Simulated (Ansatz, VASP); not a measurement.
# CdS: VASP beside Ansatz

```xyz
2
Lattice="2.8514 2.8514 0.0000 -2.8514 2.8514 0.0000 0.0000 2.8514 2.8514" Properties=species:S:1:pos:R:3 pbc="T T T"
Cd    0.0000    0.0000    0.0000
S     1.4257    4.2771    1.4257
```

Alike in both runs: task single point; functional LDA; k mesh 8 × 8 × 8; no spin polarisation.

|  | VASP | Ansatz |
| --- | --- | --- |
| version | VASP 6.6.1 | Ansatz 0.2.0 |
| potentials or method | VASP PAW LDA potentials, release 64 (Cd, S), cutoff 520 eV | all-electron LAPW, scalar-relativistic |
| occupations | gaussian, width 0.01 eV | fixed |

```csv
,VASP,Ansatz,Ansatz less VASP
gap on the k mesh at the Fermi level (eV),1.04,1.00,-0.034
pressure (GPa),2.7,2.1,-0.59
```

LDA's correlation is that of Perdew and Zunger in VASP and of Perdew and Wang (1992) in Ansatz. Ansatz ran all-electron here, and VASP with PAW potentials.
